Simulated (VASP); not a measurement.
# Ni (Fm-3m) in VASP: further runs

The runs below take Ni through single point, with PBE.

Everything below comes from runs of VASP 6.6.1. Logs are shortened: lines on timing, memory, paths and dates and some standing lists are left out, and cuts for length are marked.

## (1) The cell of the first run

The structure is cubic, space group Fm-3m (No. 225). Conventional cell: a = 3.540 Å, b = 3.540 Å, c = 3.540 Å, α = 90.00°, β = 90.00°, γ = 90.00°. Ni (site symmetry m-3m) has 12 Ni at 2.50 Å within 3.3 Å.

## (2) Single point, PBE, collinear spin, antiferromagnetic start

INCAR reads:

```
SYSTEM = Ni
ALGO = Normal
EDIFF = 1E-6
ENCUT = 520
GGA = PE
ISIF = 2
ISMEAR = -1
ISPIN = 2
ISYM = 0
LASPH = .True.
LCHARG = .True.
LELF = .True.
LMAXMIX = 4
LORBIT = 11
LREAL = .False.
LVHAR = .True.
LWAVE = .False.
MAGMOM = 2.8 -2.8
NBANDS = 21
NELM = 150
PREC = Accurate
SIGMA = 0.1
```

KPOINTS reads:

```
k-points
0
Gamma
  7 10 12
  0 0 0
```

POSCAR reads:

```
Ni
1.0
   -1.7699333300     -1.7699333300     -3.5398666700
    1.7699333300     -1.7699333300      0.0000000000
   -1.7699333300     -1.7699333300      0.0000000000
Ni
2
Direct
    0.0000000000      0.0000000000      0.0000000000
    0.5000000000      0.5000000000      0.0000000000
```

Potentials or basis: VASP PAW PBE potentials, release 64 (Ni).

The run is started by

```
> cat potpaw_PBE.64/Ni/POTCAR > POTCAR
> mpirun -np 1 vasp_std > vasp.out
```

OUTCAR:

```text
SYSTEM = Ni
   EDIFF = 1E-6
   ENCUT = 520
   GGA = PE
   ISIF = 2
   ISMEAR = -1
   ISPIN = 2
   ISYM = 0
   LASPH = .True.
   LORBIT = 11
   LREAL = .False.
   NELM = 150
   PREC = Accurate

 ion  position               nearest neighbor table
   1  0.000  0.000  0.000-   2 2.50   2 2.50   2 2.50   2 2.50   2 2.50   2 2.50   2 2.50   2 2.50

   2  0.500  0.500  0.000-   1 2.50   1 2.50   1 2.50   1 2.50   1 2.50   1 2.50   1 2.50   1 2.50

IMPORTANT INFORMATION: All symmetrisations will be switched off!
NOSYMM: (Re-)initialisation of all symmetry stuff for point group C_1.

----------------------------------------------------------------------------------------

                                     Primitive cell

  volume of cell :      22.1784

  direct lattice vectors                    reciprocal lattice vectors
    -1.769933330 -1.769933330 -3.539866670     0.000000000  0.000000000 -0.282496516
     1.769933330 -1.769933330  0.000000000     0.282496516 -0.282496516  0.000000000
    -1.769933330 -1.769933330  0.000000000    -0.282496516 -0.282496516  0.282496516

  length of vectors
     4.335433545  2.503063720  2.503063720     0.282496516  0.399510405  0.489298319

  position of ions in fractional coordinates (direct lattice)
     0.000000000  0.000000000  0.000000000
     0.500000000  0.500000000  0.000000000

  ion indices of the primitive-cell ions
   primitive index   ion index
                 1           1
                 2           2

----------------------------------------------------------------------------------------

 KPOINTS: k-points

Automatic generation of k-mesh.
 Grid dimensions read from file:
 generate k-points for:    7   10   12

 Generating k-lattice:

  Cartesian coordinates                     Fractional coordinates (reciprocal lattice)
     0.000000000  0.000000000 -0.040356645     0.142857143  0.000000000  0.000000000
     0.028249652 -0.028249652  0.000000000     0.000000000  0.100000000  0.000000000
    -0.023541376 -0.023541376  0.023541376     0.000000000  0.000000000  0.083333333

  Length of vectors
     0.040356645  0.039951040  0.040774860

  Shift w.r.t. Gamma in fractional coordinates (k-lattice)
     0.000000000  0.000000000  0.000000000

 -----------------------------------------------------------------------------
|                                                                             |
|           W    W    AA    RRRRR   N    N  II  N    N   GGGG   !!!           |
|           W    W   A  A   R    R  NN   N  II  NN   N  G    G  !!!           |
|           W    W  A    A  R    R  N N  N  II  N N  N  G       !!!           |
|           W WW W  AAAAAA  RRRRR   N  N N  II  N  N N  G  GGG   !            |
|           WW  WW  A    A  R   R   N   NN  II  N   NN  G    G                |
|           W    W  A    A  R    R  N    N  II  N    N   GGGG   !!!           |
|                                                                             |
|     Your reciprocal lattice and k-lattice belong to different lattice       |
|     classes:                                                                |
|                                                                             |
|        The reciprocal lattice is simple tetragonal,                         |
|        whereas your k-lattice is simple monoclinic.                         |
|                                                                             |
|     Results are often still useful ...                                      |
|                                                                             |
 -----------------------------------------------------------------------------

 WARNING: IBZKPT: internal override: KBLOWUP is changed to .FALSE.
      ... skipping the blow-up phase ...

 Subroutine IBZKPT returns following result:
 ===========================================

 Found    422 irreducible k-points:

 Following reciprocal coordinates:
            Coordinates               Weight
  0.000000  0.000000  0.000000      1.000000
  0.142857  0.000000  0.000000      2.000000
  0.285714  0.000000  0.000000      2.000000
  0.428571  0.000000  0.000000      2.000000
  0.000000  0.100000  0.000000      2.000000
  0.142857  0.100000  0.000000      2.000000
[... 16 lines left out ...]
 -0.428571  0.300000  0.000000      2.000000
 -0.285714  0.300000  0.000000      2.000000
 [... further k-points ...]
   k-points           NKPTS =    422   k-points in BZ     NKDIM =    422   number of bands    NBANDS=     21
   number of dos      NEDOS =    301   number of ions     NIONS =      2
   total plane-waves  NPLWV =  12800
   dimension x,y,z NGX =    32 NGY =   20 NGZ =   20
   dimension x,y,z NGXF=    64 NGYF=   40 NGZF=   40
   ions per type =               2
   NGX,Y,Z   is equivalent  to a cutoff of  12.27, 13.28, 13.28 a.u.
   NGXF,Y,Z  is equivalent  to a cutoff of  24.54, 26.57, 26.57 a.u.
 SYSTEM =  Ni
   PREC   = accura    normal or accurate (medium, high low for compatibility)
   ISTART =      0    job   : 0-new  1-cont  2-samecut
   ICHARG =      2    charge: 1-file 2-atom 10-const
   ISPIN  =      2    spin polarized calculation?
   LNONCOLLINEAR =      F non collinear calculations
   LSORBIT =      F    spin-orbit coupling
   LASPH  =      T    aspherical Exc in radial PAW
   ENCUT  =  520.0 eV  38.22 Ry    6.18 a.u.   8.06  4.65  4.65*2*pi/ulx,y,z
   NELM   =    150;   NELMIN=  2; NELMDL= -5     # of ELM steps
   EDIFF  = 0.1E-05   stopping-criterion for ELM
   LREAL  =      F    real-space projection
   EDIFFG = 0.1E-04   stopping-criterion for IOM
   NSW    =      0    number of steps for IOM
   IBRION =     -1    ionic relax: 0-MD 1-quasi-New 2-CG
   NFREE  =      0    steps in history (QN), initial steepest desc. (CG)
   ISIF   =      2    stress and relaxation
   ISYM   =      0    0-nonsym 1-usesym 2-fastsym
   POTIM  = 0.5000    time-step for ionic-motion
   TEBEG  =    0.0;   TEEND  =   0.0 temperature during run
   PSTRESS=    0.0 pullay stress
   NELECT =      20.0000    total number of electrons
   NUPDOWN=      -1.0000    fix difference up-down
   EMIN   =  10.00;   EMAX   =-10.00  energy-range for DOS
   EFERMI =   0.00;   METHOD = LEGACY
   ISMEAR =    -1;   SIGMA  =   0.10  broadening in eV -4-tet -1-fermi 0-gaus
   EFERMI_NEDOS =   21; number of points for ismear=-14 and -15
   IALGO  =     38    algorithm
   IMIX   =      4    mixing-type and parameters
     AMIX     =   0.40;   BMIX     =  1.00
     AMIX_MAG =   1.60;   BMIX_MAG =  1.00
  volume/ion in A,a.u.               =      11.09        74.83
  Fermi-wavevector in a.u.,A,eV,Ry     =   1.581641  2.988868 34.036176  2.501588
  Thomas-Fermi vector in A             =   2.681686
   LORBIT       =     11    0 simple, 1 ext, 2 COOP (PROOUT), +10 PAW based schemes
   GGA     = PE    functional components
   LHFCALC =     F    Hartree Fock is set to
   AEXX    =    0.0000 exact exchange contribution
   IVDW    =     0    specifies the selected vdW correction
   LEPSILON=     F    determine dielectric tensor
   LRPA    =     F    only Hartree local field effects (RPA)
 spin polarized calculation
  energy-cutoff  :      520.00
  volume of cell :       22.18
 maximum number of plane-waves:       616
   NGX = 17   NGY =  9   NGZ =  9

 number of electron      19.9999987 magnetization      -0.0004034

 number of electron      19.9999987 magnetization       0.0002840

 Free energy of the ion-electron system (eV)
  ---------------------------------------------------
  ext. energy  EPLUGINS =         0.00000000
  ---------------------------------------------------
  free energy    TOTEN  =       -10.92532766 eV

  energy without entropy =      -10.74847021  energy(sigma->0) =      -10.83689893

 E-fermi :   8.9463     XC(G=0): -13.1419

 val. band max:        8.9440141518   @ k =   0.4286   0.5000   0.2500
 cond. band min:       8.9464431968   @ k =   0.2857   0.0000   0.0833
 fundamental gap:      0.0024290450
 Fermi energy:         8.9463197701

 spin component 1

 k-point     1 :       0.0000    0.0000    0.0000
  band No.  band energies     occupation
      1       0.2131      1.00000
      2       4.7645      1.00000
      3       5.3419      1.00000
      4       7.1226      1.00000
      5       7.1230      1.00000
      6       7.1255      1.00000
[... 13 lines left out ...]
     20      36.3743      0.00000
     21      36.3752      0.00000

 k-point     2 :       0.1429    0.0000    0.0000
  band No.  band energies     occupation
      1       0.4751      1.00000
      2       4.7610      1.00000
      3       5.4233      1.00000
      4       7.0270      1.00000
      5       7.1963      1.00000
      6       7.1987      1.00000
[... 520 lines left out ...]
 k-point    24 :      -0.2857    0.3000    0.0000
  band No.  band energies     occupation
      1       3.1461      1.00000
      2       5.2908      1.00000
      3       6.2730      1.00000
      4       6.8062      1.00000
      5       7.0379      1.00000
      6       7.2761      1.00000
[... 13 lines left out ...]
     20      34.2191      0.00000
     21      38.5939      0.00000

 [... further k-points ...]

 spin component 2

 k-point     1 :       0.0000    0.0000    0.0000
  band No.  band energies     occupation
      1       0.2131      1.00000
      2       4.7646      1.00000
      3       5.3420      1.00000
      4       7.1228      1.00000
      5       7.1231      1.00000
      6       7.1256      1.00000
[... 13 lines left out ...]
     20      36.3743      0.00000
     21      36.3752      0.00000

 k-point     2 :       0.1429    0.0000    0.0000
  band No.  band energies     occupation
      1       0.4751      1.00000
      2       4.7611      1.00000
      3       5.4234      1.00000
      4       7.0272      1.00000
      5       7.1964      1.00000
      6       7.1989      1.00000
[... 520 lines left out ...]
 k-point    24 :      -0.2857    0.3000    0.0000
  band No.  band energies     occupation
      1       3.1461      1.00000
      2       5.2909      1.00000
      3       6.2731      1.00000
      4       6.8063      1.00000
      5       7.0380      1.00000
      6       7.2763      1.00000
[... 13 lines left out ...]
     20      34.2191      0.00000
     21      38.5939      0.00000

 [... further k-points ...]
[... 5 lines left out ...]
  --------------------------------------------------------------------------------------
  -------------------------------------------------------------------------------------
  Total       -0.5718495     -0.5718515     -0.5187535      0.0033029     -0.0037194     -0.0037184
  in kB      -41.3106092    -41.3107516    -37.4749385      0.2386030     -0.2686921     -0.2686206
  external PRESSURE =     -40.0320998 kB  Pullay stress =       0.0000000 kB

 VOLUME and BASIS-vectors are now :
 -----------------------------------------------------------------------------
  energy-cutoff  :      520.00
  volume of cell :       22.18
      direct lattice vectors                 reciprocal lattice vectors
    -1.769933330 -1.769933330 -3.539866670     0.000000000  0.000000000 -0.282496516
     1.769933330 -1.769933330  0.000000000     0.282496516 -0.282496516  0.000000000
    -1.769933330 -1.769933330  0.000000000    -0.282496516 -0.282496516  0.282496516

 POSITION                                       TOTAL-FORCE (eV/Angst)
 -----------------------------------------------------------------------------------
      0.00000      0.00000      0.00000         0.000000     -0.000000     -0.000000
      0.00000     -1.76993     -1.76993        -0.000000      0.000000      0.000000
 -----------------------------------------------------------------------------------
    total drift:                                0.000000      0.000002      0.000000

  FREE ENERGIE OF THE ION-ELECTRON SYSTEM (eV)
  ---------------------------------------------------
  free  energy   TOTEN  =       -10.9253276591 eV

  energy  without entropy=      -10.7484702050  energy(sigma->0) =      -10.83689893

 total charge

# of ion       s       p       d       tot
------------------------------------------
    1        0.486   0.476   8.317   9.279
    2        0.486   0.476   8.317   9.279
--------------------------------------------------
tot          0.972   0.953  16.633  18.558

 magnetization (x)

# of ion       s       p       d       tot
------------------------------------------
    1        0.000   0.000   0.003   0.004
    2       -0.000  -0.000  -0.003  -0.003
--------------------------------------------------
tot         -0.000  -0.000   0.000   0.000
```

It took 11 min on 1 thread of Oxide Virtual Turin-like, shared host; peak memory 0.33 GiB.

What came out:

| Quantity | Value |
| --- | --- |
| Free energy | -10.9253 eV |
| Pressure | -4.0 GPa |
| Band gap on the k mesh | zero (filled and empty bands overlap) |
| Net moment | 0.00 μB per cell |
| Valence electrons inside the program's atomic spheres | Ni 9.28 |

Stress tensor (GPa, compression positive):
```
-4.13  0.02 -0.03
 0.02 -4.13 -0.03
-0.03 -0.03 -3.75
```

Caveat: the cell stands under tension; the moments typed at the start vanished in this run.

## (3) Single point, PBE, collinear spin, antiferromagnetic start

INCAR reads:

```
SYSTEM = Ni
PREC = Accurate
ENCUT = 520
EDIFF = 1E-7
ISMEAR = -1
SIGMA = 0.1
LREAL = .False.
LASPH = .True.
NELM = 150
ALGO = Normal
ISIF = 2
LWAVE = .False.
LCHARG = .False.
ISPIN = 2
MAGMOM = 2 -2
LORBIT = 11
LMAXMIX = 4
GGA = PE
ISYM = 0
NBANDS = 21
```

KPOINTS reads:

```
regular mesh
0
Gamma
  7 10 12
  0 0 0
```

POSCAR is that of step 2.

Potentials or basis: VASP PAW PBE potentials, release 64 (Ni).

The run is started by

```
> cat potpaw_PBE.64/Ni/POTCAR > POTCAR
> mpirun -np 1 vasp_std > vasp.out
```

It took 13 min on 1 thread of Oxide Virtual Turin-like, shared host; peak memory 0.33 GiB.

Results (log left out):

* Free energy: -10.9253 eV
* Pressure: -4.0 GPa
* Band gap on the k mesh: zero (filled and empty bands overlap)
* Net moment: 0.00 μB per cell
* Valence electrons inside the program's atomic spheres: Ni 9.28

Stress tensor (GPa, compression positive):
```
-4.13  0.02 -0.03
 0.02 -4.13 -0.03
-0.03 -0.03 -3.75
```

Levels at points of the mesh, in eV from the Fermi level:
Spin up:
| k point | band 8 | band 9 | band 10 | band 11 | band 12 | band 13 |
| --- | --- | --- | --- | --- | --- | --- |
| (0.00, 0.00, 0.00) | -0.76 | -0.06 | 0.14 | 0.14 | 2.58 | 9.34 |
| (0.00, 0.50, 0.00) | -1.20 | -0.78 | -0.78 | 1.38 | 1.38 | 11.62 |
| (0.00, 0.00, 0.50) | -0.13 | -0.04 | -0.04 | -0.04 | -0.04 | 5.91 |
| (0.00, 0.50, 0.50) | -0.83 | 0.14 | 0.14 | 7.88 | 7.88 | 7.88 |
Spin down:
| k point | band 7 | band 8 | band 9 | band 10 | band 11 | band 12 | band 13 | band 14 |
| --- | --- | --- | --- | --- | --- | --- | --- | --- |
| (0.00, 0.00, 0.00) | -0.76 | -0.76 | -0.06 | 0.14 | 0.14 | 2.58 | 9.34 | 14.82 |
| (0.00, 0.50, 0.00) | -1.20 | -1.20 | -0.78 | -0.78 | 1.38 | 1.38 | 11.62 | 11.62 |
| (0.00, 0.00, 0.50) | -0.13 | -0.13 | -0.04 | -0.04 | -0.04 | -0.04 | 5.91 | 5.91 |
| (0.00, 0.50, 0.50) | -0.83 | -0.83 | 0.14 | 0.14 | 7.88 | 7.88 | 7.88 | 7.88 |

Caveat: the cell stands under tension; the moments typed at the start vanished in this run.
